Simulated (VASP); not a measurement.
# Mo (I4/mmm) in VASP: single point with PBE

Aim: the single point of Mo with PBE.

Everything below comes from runs of VASP 6.6.1. Logs are shortened: lines on timing, memory, paths and dates and some standing lists are left out, and cuts for length are marked.

## (1) The cell of the first run

It takes space group I4/mmm (No. 139, tetragonal). The conventional cell has a = 2.830 Å, b = 2.830 Å, c = 4.302 Å, α = 90.00°, β = 90.00°, γ = 90.00°. Within 3.7 Å of Mo (site symmetry 4/mmm) lie 12 Mo at 2.83 to 2.94 Å.

## (2) Single point, PBE (engineering shear strain xz +0.0000, normal strain along z +0.0750)

The input, INCAR:

```
PREC = Accurate ; ENCUT = 520
EDIFF = 1E-7 ; ISMEAR = 0
SIGMA = 0.15 ; LREAL = F
LASPH = T ; NELM = 80
ALGO = Fast ; ISIF = 2
LWAVE = F ; LCHARG = F
GGA = PE ; NBANDS = 13
```

The input, KPOINTS:

```
Automatic mesh
0
Gamma
  20 20 20
```

The input, POSCAR:

```
Mo
1.0
    0.0000000000      2.0010280217      2.1511051233
    2.0010280217      0.0000000000      2.1511051233
    2.0010280217      2.0010280217      0.0000000000
Mo
1
Direct
    0.0000000000      0.0000000000      0.0000000000
```

Potentials or basis: VASP PAW PBE potentials, release 64 (Mo_sv).

On the command line:

```sh
cat potpaw_PBE.64/Mo_sv/POTCAR > POTCAR
mpirun -np 1 vasp_std > vasp.out
```

OUTCAR:

```text
PREC = Accurate
   ENCUT = 520
   EDIFF = 1E-7
   ISMEAR = 0
   LREAL = F
   LASPH = T
   NELM = 80
   ISIF = 2
   GGA = PE

 ion  position               nearest neighbor table
   1  0.000  0.000  0.000-

  LATTYP: Found a body centered tetragonal cell.
 ALAT       =     2.8298809670
 C/A-ratio  =     1.5202795795

  Lattice vectors:

 A1 = (  -2.0010280217,   0.0000000000,   2.1511051233)
 A2 = (   2.0010280217,   0.0000000000,   2.1511051233)
 A3 = (   0.0000000000,   2.0010280217,  -2.1511051233)

Analysis of symmetry for initial positions (statically):
=====================================================================
 Subroutine PRICEL returns:
 Original cell was already a primitive cell.

 Routine SETGRP: Setting up the symmetry group for a
 body centered tetragonal supercell.

 Subroutine GETGRP returns: Found 16 space group operations
 (whereof 16 operations were pure point group operations)
 out of a pool of 16 trial point group operations.

The static configuration has the point symmetry D_4h.

Analysis of symmetry for dynamics (positions and initial velocities):
=====================================================================
 Subroutine PRICEL returns:
 Original cell was already a primitive cell.

 Routine SETGRP: Setting up the symmetry group for a
 body centered tetragonal supercell.

 Subroutine GETGRP returns: Found 16 space group operations
 (whereof 16 operations were pure point group operations)
 out of a pool of 16 trial point group operations.

The dynamic configuration has the point symmetry D_4h.

 Subroutine INISYM returns: Found 16 space group operations
 (whereof 16 operations are pure point group operations),
 and found     1 'primitive' translations

----------------------------------------------------------------------------------------

                                     Primitive cell

  volume of cell :      17.2265

  direct lattice vectors                    reciprocal lattice vectors
     0.000000000  2.001028022  2.151105123    -0.249871563  0.249871563  0.232438664
     2.001028022  0.000000000  2.151105123     0.249871563 -0.249871563  0.232438664
     2.001028022  2.001028022  0.000000000     0.249871563  0.249871563 -0.232438664

  length of vectors
     2.937918718  2.937918718  2.829880967     0.422964926  0.422964926  0.422964926

  position of ions in fractional coordinates (direct lattice)
[... 78 lines left out ...]
   LREAL  =      F    real-space projection
   EDIFFG = 0.1E-05   stopping-criterion for IOM
   NSW    =      0    number of steps for IOM
   IBRION =     -1    ionic relax: 0-MD 1-quasi-New 2-CG
   NFREE  =      0    steps in history (QN), initial steepest desc. (CG)
   ISIF   =      2    stress and relaxation
   ISYM   =      2    0-nonsym 1-usesym 2-fastsym
   POTIM  = 0.5000    time-step for ionic-motion
   TEBEG  =    0.0;   TEEND  =   0.0 temperature during run
   PSTRESS=    0.0 pullay stress
   NELECT =      14.0000    total number of electrons
   NUPDOWN=      -1.0000    fix difference up-down
   EMIN   =  10.00;   EMAX   =-10.00  energy-range for DOS
   EFERMI =   0.00;   METHOD = LEGACY
   ISMEAR =     0;   SIGMA  =   0.15  broadening in eV -4-tet -1-fermi 0-gaus
   EFERMI_NEDOS =   21; number of points for ismear=-14 and -15
   IALGO  =     68    algorithm
   IMIX   =      4    mixing-type and parameters
     AMIX     =   0.40;   BMIX     =  1.00
     AMIX_MAG =   1.60;   BMIX_MAG =  1.00
  volume/ion in A,a.u.               =      17.23       116.25
  Fermi-wavevector in a.u.,A,eV,Ry     =   1.527747  2.887024 31.756158  2.334012
  Thomas-Fermi vector in A             =   2.635601
   LORBIT       =      0    0 simple, 1 ext, 2 COOP (PROOUT), +10 PAW based schemes
   GGA     = PE    functional components
   LHFCALC =     F    Hartree Fock is set to
   AEXX    =    0.0000 exact exchange contribution
   IVDW    =     0    specifies the selected vdW correction
   LEPSILON=     F    determine dielectric tensor
   LRPA    =     F    only Hartree local field effects (RPA)
 non-spin polarized calculation
 RMM-DIIS sequential band-by-band and
 Gauss-broadening in eV      SIGMA  =   0.15
  energy-cutoff  :      520.00
  volume of cell :       17.23
 maximum number of plane-waves:       481
 NGX is ok and might be reduce to    24
   NGX = 11   NGY = 11   NGZ = 11

 number of electron      14.0000000 magnetization

 Free energy of the ion-electron system (eV)
  ---------------------------------------------------
  ext. energy  EPLUGINS =         0.00000000
  ---------------------------------------------------
  free energy    TOTEN  =       -10.49133212 eV

  energy without entropy =      -10.47511296  energy(sigma->0) =      -10.48322254

 E-fermi :  10.7926     XC(G=0): -12.8356

 val. band max:       10.7914361011   @ k =   0.4500   0.1500   0.1000
 cond. band min:      10.7929661548   @ k =  -0.1500   0.0500   0.0000
 fundamental gap:      0.0015300537
 Fermi energy:        10.7925968348

 k-point     1 :       0.0000    0.0000    0.0000
  band No.  band energies     occupation
      1     -50.0778      2.00000
      2     -23.5956      2.00000
      3     -23.5298      2.00000
      4     -23.5298      2.00000
      5       4.2034      2.00000
      6       9.5494      2.00000
      7      10.3868      1.99987
      8      10.3868      1.99987
      9      11.8707      0.00000
     10      13.0159      0.00000
     11      23.8256      0.00000
     12      27.3177      0.00000
     13      29.4008      0.00000
[... 354 lines left out ...]
  band No.  band energies     occupation
      1     -49.9344      2.00000
      2     -24.4286      2.00000
      3     -23.7542      2.00000
      4     -23.5942      2.00000
      5       6.5664      2.00000
      6       9.6838      2.00000
      7      10.5032      1.99364
      8      10.6021      1.92745
      9      13.3022      0.00000
     10      14.1495      0.00000
     11      22.1842      0.00000
     12      24.7487      0.00000
     13      29.8599      0.00000

 [... further k-points ...]
[... 5 lines left out ...]
  --------------------------------------------------------------------------------------
  -------------------------------------------------------------------------------------
  Total       -1.8568087     -1.8568087     -0.9187869      0.0000000     -0.0000000     -0.0000000
  in kB     -172.6950028   -172.6950028    -85.4530192      0.0000000     -0.0000000     -0.0000000
  external PRESSURE =    -143.6143416 kB  Pullay stress =       0.0000000 kB

 VOLUME and BASIS-vectors are now :
 -----------------------------------------------------------------------------
  energy-cutoff  :      520.00
  volume of cell :       17.23
      direct lattice vectors                 reciprocal lattice vectors
     0.000000000  2.001028022  2.151105123    -0.249871563  0.249871563  0.232438664
     2.001028022  0.000000000  2.151105123     0.249871563 -0.249871563  0.232438664
     2.001028022  2.001028022  0.000000000     0.249871563  0.249871563 -0.232438664

 POSITION                                       TOTAL-FORCE (eV/Angst)
 -----------------------------------------------------------------------------------
      0.00000      0.00000      0.00000         0.000000      0.000000      0.000000
 -----------------------------------------------------------------------------------
    total drift:                               -0.000000      0.000000     -0.000000

  FREE ENERGIE OF THE ION-ELECTRON SYSTEM (eV)
  ---------------------------------------------------
  free  energy   TOTEN  =       -10.4913321157 eV

  energy  without entropy=      -10.4751129640  energy(sigma->0) =      -10.48322254
```

Run time: 84 s. Hardware: 1 thread of Intel Xeon Platinum 8488C (Sapphire Rapids), shared host; peak memory 0.25 GiB.

Results:

| Item | Value |
| --- | --- |
| Free energy | -10.4913 eV |
| Pressure | -14.4 GPa |
| Band gap on the k mesh | zero (band 7 reaches 14.18 eV, above the bottom of band 8 at 10.32 eV) |

Caveat: the cell differs from its parent crystal (engineering shear strain xz +0.0000, normal strain along z +0.0750).
